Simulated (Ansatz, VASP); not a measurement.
# Te in VASP and in Ansatz

File INCAR:

```
SYSTEM = Te
AGGAC    = 1.0          
AGGAX    = 1.0          
ALDAC    = 0.0          
ALDAX    = 1.0          
ALGO     = Normal         ! electronic algorithm
EDIFF    = 1E-6           ! SCF threshold, eV
ENCUT    = 520            ! plane-wave cutoff, eV
GGA      = B5             ! functional
ISIF     = 2              ! what is computed and relaxed
ISMEAR   = -1             ! smearing method
LASPH    = .TRUE.         ! aspherical terms in the spheres
LCHARG   = .FALSE.        ! write CHGCAR
LREAL    = .FALSE.        ! projectors in reciprocal space
LWAVE    = .FALSE.        ! write WAVECAR
NBANDS   = 16             ! bands
NELM     = 100            ! most SCF steps
PREC     = Accurate       ! precision mode
SIGMA    = 0.05           ! smearing width, eV
```

KPOINTS

```
k-points
0
G
  7 7 5
  0 0 0
```

POSCAR

```
Te
1.0
    5.5167211131      0.0000000000      0.0000000000
   -2.7583605566      4.7776206295      0.0000000000
    0.0000000000      0.0000000000      6.1311298651
Te
3
Direct
    0.2204697237      0.0000000000      0.3333333333
    1.0000000000      0.2204697237      0.6666666667
    0.7795302763      0.7795302763      0.0000000000
```

Input for Ansatz:

```yaml
crystal:
  lattice:
    - [5.5167211131, 0.0, 0.0]
    - [-2.7583605566, 4.7776206295, 0.0]
    - [0.0, 0.0, 6.1311298651]
  atoms:
    - { symbol: Te, position: [0.2204697237, 0.0, 0.3333333333] }
    - { symbol: Te, position: [1.0, 0.2204697237, 0.6666666667] }
    - { symbol: Te, position: [0.7795302763, 0.7795302763, 0.0] }
hamiltonian:
  xc: blyp
  pseudopotentials:
    kind: paw
    azcp:
      Te: "pseudopotentials/Te.paw.azcp"
basis:
  ecutwfc: 420
  fft_grid_basis: typed
kpoints:
  mp_grid: { grid: [7, 7, 5], shift: [0, 0, 0] }
magnetization:
  spin_polarized: false
scf:
  occupations: { method: fermi_dirac, width: 0.05 }
output:
  stress: true
```

Alike in both runs: task single point; functional BLYP; k mesh 7 × 7 × 5; occupations fermi-dirac, width 0.05 eV; no spin polarisation.

|  | VASP | Ansatz |
| --- | --- | --- |
| version | VASP 6.6.1 | Ansatz 0.2.0 |
| potentials or method | VASP PAW PBE potentials, release 64 (Te), cutoff 520 eV | plane waves (420 eV) with PAW, scalar-relativistic |
| valence electrons in the cell | 18 | 48 |

|  | VASP | Ansatz | Ansatz less VASP |
| --- | --- | --- | --- |
| pressure (GPa) | -2.1 | -2.2 | -0.08 |
| traceless stress, the component that is largest in VASP (GPa) | -0.85 | -0.88 | -0.023 |

VASP's potentials were made for PBE, not for BLYP. With one functional, cell and mesh, what is left measures potentials, basis and numerics. VASP's potentials hold 18 valence electrons a cell and Ansatz's 48, so a difference there can come from the potentials and not from the codes.

Spin-orbit coupling is off throughout.
